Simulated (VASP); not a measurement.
# Na5Li11F16 (P1) in VASP: a series of runs

Aim: see how the results for Na5Li11F16 move with the level of theory and the settings. Levels: PBEsol, HSE06. Tasks: single point.

Everything below comes from runs of VASP 6.6.1. Logs are shortened: lines on timing, memory, paths and dates and some standing lists are left out, and cuts for length are marked.

### 1 The cell of the first run

The typed cell holds 64 atoms: a = 8.497 Å, b = 8.497 Å, c = 8.497 Å, α = 90.00°, β = 90.00°, γ = 90.00°.

### 2 Single point, PBEsol

Contents of INCAR:

```
SYSTEM = Na5Li11F16
PREC = Accurate ; ENCUT = 520
EDIFF = 1E-7 ; ISMEAR = -1
SIGMA = 0.05 ; LREAL = Auto
LASPH = .True. ; NELM = 100
ALGO = Normal ; ISIF = 2
LWAVE = .False. ; LCHARG = .True.
GGA = PS ; LELF = .True.
LVHAR = .True. ; NBANDS = 218
ISYM = 0
```

Contents of KPOINTS:

```
Automatic mesh
0
Gamma
  1 1 1
  0.25 0.25 0.25
```

Contents of POSCAR:

```
Na5Li11F16
1.0
    8.4966990150      0.0000000000      0.0000000000
    0.0000000000      8.4966990150      0.0000000000
    0.0000000000      0.0000000000      8.4966990150
F Li Na
32 22 10
Direct
    0.2645690000      0.9980740000      0.9962330000
    0.2544640000      0.9879830000      0.5001480000
    0.2682230000      0.5007530000      0.0189130000
    0.2640330000      0.5089980000      0.4834260000
    0.7435540000      0.0024380000      0.0032350000
    0.7479170000      0.0106080000      0.4949350000
    0.7426810000      0.4995220000      0.0025150000
    0.7364530000      0.4878650000      0.4934960000
    0.9779940000      0.2536880000      0.9994400000
    0.9872530000      0.2339270000      0.4992760000
    0.9821060000      0.7517230000      0.0102990000
    0.0092160000      0.7646080000      0.4851040000
    0.5150310000      0.2504000000      0.9856410000
    0.5126540000      0.2434720000      0.5135780000
    0.5122580000      0.7510210000      0.9990370000
    0.4924070000      0.7522770000      0.5010800000
    0.9913230000      0.9847990000      0.2426160000
    0.9828050000      0.9986460000      0.7650270000
    0.9973080000      0.5175560000      0.2336090000
    0.9871600000      0.5012240000      0.7650760000
    0.5048840000      0.9845490000      0.2509040000
    0.5073240000      0.9957860000      0.7488980000
    0.5031370000      0.5177910000      0.2495630000
    0.5143380000      0.5076180000      0.7499840000
    0.2491870000      0.2223900000      0.2508570000
    0.2664330000      0.2342230000      0.7489100000
    0.2571680000      0.7564800000      0.2598970000
    0.2654250000      0.7629330000      0.7381740000
    0.7468200000      0.2531140000      0.2455040000
    0.7361070000      0.2500830000      0.7511280000
    0.7454970000      0.7490110000      0.2381850000
    0.7362490000      0.7526410000      0.7620060000
    0.9762900000      0.9945620000      0.0015080000
    0.9952610000      0.9971090000      0.4847210000
    0.9708250000      0.5042860000      0.0069990000
    0.5048620000      0.9948270000      0.9966680000
    0.5042890000      0.9959280000      0.5022820000
    0.5088150000      0.5073240000      0.9995320000
    0.5054860000      0.5100150000      0.5012850000
    0.2603880000      0.7615520000      0.4939040000
    0.7434920000      0.2483430000      0.9995520000
    0.7411180000      0.2452840000      0.5026100000
    0.7425860000      0.7528010000      0.0009580000
    0.2582020000      0.9898950000      0.2513650000
    0.2717670000      0.9963100000      0.7492230000
    0.2637500000      0.5307880000      0.2497200000
    0.7446360000      0.9985180000      0.2456210000
    0.7450830000      0.0040580000      0.7568030000
    0.7393670000      0.5026990000      0.2435980000
    0.7380300000      0.4917670000      0.7613280000
    0.9894820000      0.7542740000      0.2431170000
    0.5096740000      0.2411690000      0.7505130000
    0.5057930000      0.7539340000      0.2469440000
    0.5065350000      0.7535730000      0.7509470000
    0.9976630000      0.5013730000      0.4934290000
    0.2481720000      0.2484510000      0.0009300000
    0.2542990000      0.2449100000      0.4988140000
    0.2478570000      0.7512850000      0.0011120000
    0.7478090000      0.7513480000      0.4993560000
    0.2578960000      0.5006020000      0.7517510000
    0.9975050000      0.2494860000      0.2475030000
    0.9959730000      0.2457040000      0.7505180000
    0.9991760000      0.7536740000      0.7488130000
    0.4988920000      0.2511290000      0.2491160000
```

Potentials or basis: VASP PAW PBE potentials, release 64 (F, Li_sv, Na_pv).

Started as:

```console
cat potpaw_PBE.64/F/POTCAR potpaw_PBE.64/Li_sv/POTCAR potpaw_PBE.64/Na_pv/POTCAR > POTCAR
mpirun -np 1 vasp_std > vasp.out
```

OUTCAR:

```text
SYSTEM = Na5Li11F16
   PREC = Accurate
   ENCUT = 520
   EDIFF = 1E-7
   ISMEAR = -1
   LREAL = Auto
   LASPH = .True.
   NELM = 100
   ISIF = 2
   GGA = PS
   ISYM = 0

 ion  position               nearest neighbor table
   1  0.265  0.998  0.996-  36 2.04  45 2.10  58 2.10  56 2.13  44 2.17
   2  0.254  0.988  0.500-  40 1.93  44 2.11  45 2.12  37 2.12  57 2.18  34 2.21
   3  0.268  0.501  0.019-  46 1.98  38 2.05  58 2.14  56 2.16  60 2.27
   4  0.264  0.509  0.483-  46 1.99  39 2.06  40 2.15  57 2.25  55 2.27  60 2.28
   5  0.744  0.002  0.003-  33 1.98  36 2.03  47 2.06  41 2.09  48 2.09  43 2.12
   6  0.748  0.011  0.495-  42 2.00  37 2.07  34 2.11  47 2.12  59 2.20  48 2.23
   7  0.743  0.500  0.003-  35 1.94  38 1.99  49 2.05  50 2.05  41 2.13  43 2.15
   8  0.736  0.488  0.493-  39 1.97  42 2.06  49 2.13  55 2.22  59 2.24
   9  0.978  0.254  0.999-  41 1.99  61 2.11  62 2.12  35 2.13  33 2.20  56 2.30
  10  0.987  0.234  0.499-  34 2.02  42 2.09  62 2.14  61 2.15  57 2.27  55 2.27
  11  0.982  0.752  0.010-  51 1.98  43 2.04  33 2.07  35 2.10  63 2.23  58 2.26
  12  0.009  0.765  0.485-  34 1.98  51 2.06  40 2.14  59 2.23  55 2.24  63 2.24
  13  0.515  0.250  0.986-  41 1.94  52 2.00  36 2.18  38 2.19  64 2.24  56 2.27
  14  0.513  0.243  0.514-  42 1.94  52 2.01  37 2.11  57 2.20  64 2.25
  15  0.512  0.751  0.999-  43 1.96  38 2.07  36 2.07  53 2.11  54 2.11  58 2.25
  16  0.492  0.752  0.501-  40 1.97  39 2.06  37 2.07  54 2.13  53 2.16  59 2.17
  17  0.991  0.985  0.243-  51 1.96  33 2.05  34 2.06  47 2.10  61 2.25
  18  0.983  0.999  0.765-  33 2.01  48 2.02  63 2.09  62 2.11
  19  0.997  0.518  0.234-  35 1.94  51 2.01  49 2.20  55 2.21  61 2.28
  20  0.987  0.501  0.765-  35 2.06  50 2.12  63 2.15  62 2.18  60 2.30  55 2.31
  21  0.505  0.985  0.251-  53 1.96  47 2.04  44 2.10  37 2.14  36 2.16  64 2.27
  22  0.507  0.996  0.749-  45 2.00  48 2.02  54 2.06  52 2.09  37 2.10  36 2.11
  23  0.503  0.518  0.250-  53 2.01  49 2.01  46 2.04  38 2.13  39 2.14  64 2.27
  24  0.514  0.508  0.750-  50 1.91  54 2.09  39 2.11  38 2.12  60 2.18
  25  0.249  0.222  0.251-  44 1.98  57 2.12  56 2.14  64 2.14  61 2.15
  26  0.266  0.234  0.749-  45 2.02  52 2.07  57 2.13  56 2.15  60 2.26  62 2.30
  27  0.257  0.756  0.260-  46 1.92  44 1.98  40 1.99  53 2.12  58 2.20
  28  0.265  0.763  0.738-  45 1.99  54 2.05  40 2.08  60 2.23  58 2.24  63 2.27
  29  0.747  0.253  0.246-  41 2.09  64 2.11  49 2.12  61 2.13  47 2.16  42 2.19
  30  0.736  0.250  0.751-  52 1.93  50 2.06  48 2.09  41 2.11  42 2.11  62 2.21
  31  0.745  0.749  0.238-  43 2.02  53 2.04  51 2.07  49 2.09  47 2.12  59 2.22
  32  0.736  0.753  0.762-  54 1.95  43 2.03  48 2.14  50 2.22  59 2.23  63 2.24
  33  0.976  0.995  0.002-   5 1.98  18 2.01  17 2.05  11 2.07   9 2.20
  34  0.995  0.997  0.485-  12 1.98  10 2.02  17 2.06   6 2.11   2 2.21
  35  0.971  0.504  0.007-   7 1.94  19 1.94  20 2.06  11 2.10   9 2.13
  36  0.505  0.995  0.997-   5 2.03   1 2.04  15 2.07  22 2.11  21 2.16  13 2.18
  37  0.504  0.996  0.502-  16 2.07   6 2.07  22 2.10  14 2.11   2 2.12  21 2.14
  38  0.509  0.507  1.000-   7 1.99   3 2.05  15 2.07  24 2.12  23 2.13  13 2.19
  39  0.505  0.510  0.501-   8 1.97   4 2.06  16 2.06  24 2.11  23 2.14
  40  0.260  0.762  0.494-   2 1.93  16 1.97  27 1.99  28 2.08  12 2.14   4 2.15
  41  0.743  0.248  1.000-  13 1.94   9 1.99   5 2.09  29 2.09  30 2.11   7 2.13
  42  0.741  0.245  0.503-  14 1.94   6 2.00   8 2.06  10 2.09  30 2.11  29 2.19
[... 243 lines left out ...]
     AMIX_MAG =   1.60;   BMIX_MAG =  1.00
  volume/ion in A,a.u.               =       9.58        64.68
  Fermi-wavevector in a.u.,A,eV,Ry     =   1.370646  2.590146 25.560878  1.878672
  Thomas-Fermi vector in A             =   2.496414
   LORBIT       =      0    0 simple, 1 ext, 2 COOP (PROOUT), +10 PAW based schemes
   GGA     = PS    functional components
   LHFCALC =     F    Hartree Fock is set to
   AEXX    =    0.0000 exact exchange contribution
   IVDW    =     0    specifies the selected vdW correction
   LEPSILON=     F    determine dielectric tensor
   LRPA    =     F    only Hartree local field effects (RPA)
 non-spin polarized calculation
  energy-cutoff  :      520.00
  volume of cell :      613.41
 maximum number of plane-waves:     16485
   NGX = 31   NGY = 31   NGZ = 31

 number of electron     359.9999907 magnetization

 Free energy of the ion-electron system (eV)
  ---------------------------------------------------
  ext. energy  EPLUGINS =         0.00000000
  ---------------------------------------------------
  free energy    TOTEN  =      -301.29528604 eV

  energy without entropy =     -301.29528604  energy(sigma->0) =     -301.29528604

 E-fermi :  -0.2462     XC(G=0):  -9.8184

 val. band max:       -1.5704045026   @ k =   0.2500   0.2500   0.2500
 cond. band min:       6.3161004485   @ k =  -0.2500  -0.2500   0.2500
 fundamental gap:      7.8865049510
 Fermi energy:        -0.2461563306

 k-point     1 :       0.2500    0.2500    0.2500
  band No.  band energies     occupation
      1     -42.1776      2.00000
      2     -42.1744      2.00000
      3     -42.1623      2.00000
      4     -42.1431      2.00000
      5     -42.1369      2.00000
      6     -42.1304      2.00000
[... 769 lines left out ...]
    191       9.3017      0.00000
    192       9.3883      0.00000
 [bands above 192 left out]

------------------------ aborting loop because EDIFF is reached ----------------------------------------

  FORCE on cell =-STRESS in cart. coord.  units (eV):
  Direction    XX          YY          ZZ          XY          YZ          ZX
  --------------------------------------------------------------------------------------
  -------------------------------------------------------------------------------------
  Total       -0.6912114     -0.1656400     -0.6520708      0.4304927     -0.5370664     -0.5984357
  in kB       -1.8053890     -0.4326384     -1.7031568      1.1244125     -1.4027745     -1.5630661
  external PRESSURE =      -1.3137281 kB  Pullay stress =       0.0000000 kB

 VOLUME and BASIS-vectors are now :
 -----------------------------------------------------------------------------
  energy-cutoff  :      520.00
  volume of cell :      613.41
      direct lattice vectors                 reciprocal lattice vectors
     8.496699015  0.000000000  0.000000000     0.117692765  0.000000000  0.000000000
     0.000000000  8.496699015  0.000000000     0.000000000  0.117692765  0.000000000
     0.000000000  0.000000000  8.496699015     0.000000000  0.000000000  0.117692765

 POSITION                                       TOTAL-FORCE (eV/Angst)
 -----------------------------------------------------------------------------------
      2.24796      8.48033      8.46469        -0.000499      0.001920      0.000491
      2.16210      8.39459      4.24961        -0.000982     -0.006982      0.001786
      2.27901      4.25475      0.16070         0.000925     -0.003643      0.002504
      2.24341      4.32480      4.10753         0.008001      0.006921     -0.003110
      6.31775      0.02071      0.02749        -0.005539     -0.001159      0.000048
      6.35483      0.09013      4.20531        -0.000880      0.007772     -0.000305
[... 56 lines left out ...]
      8.48970      6.40374      6.36244         0.006974     -0.010829     -0.005977
      4.23894      2.13377      2.11666        -0.008778      0.003766      0.000154
 -----------------------------------------------------------------------------------
    total drift:                               -0.011191      0.015287      0.015922

  FREE ENERGIE OF THE ION-ELECTRON SYSTEM (eV)
  ---------------------------------------------------
  free  energy   TOTEN  =      -301.2952860431 eV

  energy  without entropy=     -301.2952860431  energy(sigma->0) =     -301.29528604
```

It took 38 min on 1 thread of AMD EPYC 7R13, shared host; peak memory 0.73 GiB.

What came out:

| Quantity | Value |
| --- | --- |
| Free energy | -301.2953 eV |
| Largest force | 0.017 eV/Å |
| Band gap on the k mesh | 7.89 eV (least direct gap 7.90 eV) |

Forces on the atoms (eV/Å):
```
F    0.000  0.002  0.000
F   -0.001 -0.007  0.002
F    0.001 -0.004  0.003
F    0.008  0.007 -0.003
F   -0.006 -0.001  0.000
F   -0.001  0.008  0.000
F   -0.006 -0.001  0.000
F   -0.005 -0.005  0.001
F   -0.002  0.002 -0.001
F   -0.012 -0.006  0.000
F   -0.006  0.000  0.009
F    0.010  0.005 -0.010
F   -0.001  0.003 -0.005
F    0.005  0.000  0.006
F    0.005  0.001 -0.001
F   -0.013  0.001  0.000
F   -0.001  0.001 -0.001
F    0.005  0.006  0.000
F    0.003  0.004 -0.003
F   -0.010 -0.003  0.005
F    0.001  0.001  0.001
F    0.003  0.000  0.000
F   -0.003  0.005  0.000
F    0.004  0.000 -0.002
F   -0.003  0.000 -0.001
F    0.008 -0.007  0.002
F    0.000  0.005  0.009
F    0.006  0.004 -0.010
F    0.002  0.003  0.002
F   -0.005 -0.001 -0.001
F    0.003 -0.001 -0.009
F   -0.002  0.000  0.006
Li   0.010  0.004  0.007
Li   0.005  0.004  0.001
Li   0.013 -0.001 -0.010
Li  -0.001  0.004  0.001
Li  -0.003  0.002 -0.001
Li  -0.003 -0.004 -0.001
Li  -0.008 -0.004  0.002
Li  -0.009 -0.014  0.006
Li   0.010  0.002  0.001
Li   0.012  0.004 -0.002
Li   0.010 -0.002  0.000
Li  -0.002 -0.003 -0.001
Li  -0.011  0.003 -0.001
Li  -0.008 -0.014 -0.001
Li   0.004  0.002  0.003
Li  -0.001  0.000 -0.004
Li   0.007 -0.003  0.003
Li   0.014  0.001 -0.005
Li   0.006 -0.004  0.007
Li  -0.012  0.001 -0.001
Li  -0.004 -0.003  0.001
Li  -0.010 -0.003 -0.001
Na   0.003 -0.003  0.007
Na  -0.008  0.006 -0.002
Na  -0.006  0.009  0.001
Na  -0.008 -0.006 -0.004
Na   0.007 -0.003  0.002
Na  -0.011 -0.003  0.000
Na   0.007  0.005  0.005
Na   0.011  0.010 -0.006
Na   0.007 -0.011 -0.006
Na  -0.009  0.004  0.000
```

Caveat: the cutoff is under 1.25 times the usual one of these potentials, so pressure, stress and relaxed cells hold a basis-set (Pulay) error; the PAW data sets were made with another functional, which shifts forces and pressure a little; a shifted mesh leaves out Γ, where band edges can lie. A k mesh can miss the band edges.

(Continued in part 2 of 2.)
